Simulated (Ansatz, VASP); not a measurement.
## Be2P: VASP beside Ansatz

```
CELL_PARAMETERS angstrom
3.40739 0.00000 0.00000
-1.70370 2.95089 0.00000
0.00000 0.00000 4.18015
ATOMIC_POSITIONS crystal
Be 0.00000 0.00000 0.76291
Be 0.00000 0.00000 0.23709
P 0.33333 0.66667 0.00000
```

Change from the starting cell: ordered vacancies on the anion sites of nickel arsenide (P-6m2, No. 187).

Alike in both runs: task relaxation of cell and atoms; functional PBE; k mesh 18 × 18 × 12; occupations gaussian, width 0.1 eV; no spin polarisation.

```csv
,VASP,Ansatz
version,VASP 6.6.1,Ansatz 0.2.0
potentials or method,"VASP PAW PBE potentials, release 64 (Be, P), cutoff 600 eV","scalar-relativistic, plane waves, PAW"
valence electrons in the cell,9,9
```

```csv
,VASP,Ansatz,Ansatz less VASP
"gap on the k mesh at the Fermi level, each at its own relaxed structure (eV)",none,none,-
relaxed volume (Å³/atom),14.12,14.10,-0.011
relaxed cell length with the largest relative difference (Å),3.403,3.402,-0.0009
```

A gap of «none» marks a metal or a gap that the smearing closes.
